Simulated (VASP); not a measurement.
MoS:

```
CELL_PARAMETERS angstrom
3.00559 0.00000 0.00000
0.00000 3.00559 0.00000
0.00000 0.00000 3.00559
ATOMIC_POSITIONS crystal
Mo 0.00000 0.00000 0.00000
S 0.50000 0.50000 0.50000
```

Base run:

```yaml
Program: VASP 6.6.1
Functional: r2SCAN
Potentials_or_basis: VASP PAW PBE potentials, release 64 (Mo_sv, S)
Cutoff: 520 eV
k_mesh: 14 × 14 × 14
Occupations: gaussian, width 0.1 eV
Spin: no spin polarisation
```

Its results: band gap on the k mesh zero (band 10 reaches 15.96 eV, above the bottom of band 11 at 11.87 eV); pressure -1.0 GPa.

Q: The run is repeated on the same cell with these changes: functional from r2SCAN to PBE. What comes out?

A: Band gap on the k mesh zero (band 10 reaches 15.90 eV, above the bottom of band 11 at 11.86 eV); pressure 0.2 GPa.

Caveats: the PAW data sets were made with another functional, which shifts forces and pressure a little (some runs).
